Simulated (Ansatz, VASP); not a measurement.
**W in VASP and in Ansatz**

The input INCAR:

```
  PREC = Accurate
  ENCUT = 520
  EDIFF = 1E-6
  ISMEAR = -1
  SIGMA = 0.08
  LREAL = F
  LASPH = T
  NELM = 80
  ALGO = Normal
  ISIF = 2
  LWAVE = F
  LCHARG = T
  GGA = PE
  LELF = T
  LVHAR = T
  NBANDS = 13
```

Contents of KPOINTS:

```
regular mesh
0
Gamma
  14 14 14
```

Contents of POSCAR:

```
W
1.0
   -1.5865795428      1.5865795428      1.5865795428
    1.5865795428     -1.5865795428      1.5865795428
    1.5865795428      1.5865795428     -1.5865795428
W
1
Direct
    0.0000000000      0.0000000000      0.0000000000
```

Input for Ansatz:

```yaml
crystal:
  lattice:
    - [-1.5865795428, 1.5865795428, 1.5865795428]
    - [1.5865795428, -1.5865795428, 1.5865795428]
    - [1.5865795428, 1.5865795428, -1.5865795428]
  atoms:
    - { symbol: W, position: [0.0, 0.0, 0.0] }
kpoints:
  mp_grid: { grid: [14, 14, 14] }
scf:
  occupations: { method: fermi_dirac, width: 0.08 }
hamiltonian:
  xc: pbe
  pseudopotentials: { kind: all_electron, lapw: { basis_error: 0.001 } }
output:
  forces: true
  stress: true
  eigenvalues: true
```

Change from the starting cell: volume scaled by 0.98.

Alike in both runs: task single point; functional PBE; k mesh 14 × 14 × 14; occupations fermi-dirac, width 0.08 eV; no spin polarisation.

|  | VASP | Ansatz |
| --- | --- | --- |
| version | VASP 6.6.1 | Ansatz 0.2.0 |
| potentials or method | VASP PAW PBE potentials, release 64 (W_sv), cutoff 520 eV | all-electron LAPW, scalar-relativistic |

Ansatz gave:

```
pressure (GPa) : 3.4
```

Which values does VASP return?

Pressure (GPa): 3.9.

Ansatz ran all-electron here, and VASP with PAW potentials.

Neither program's run includes spin-orbit coupling.
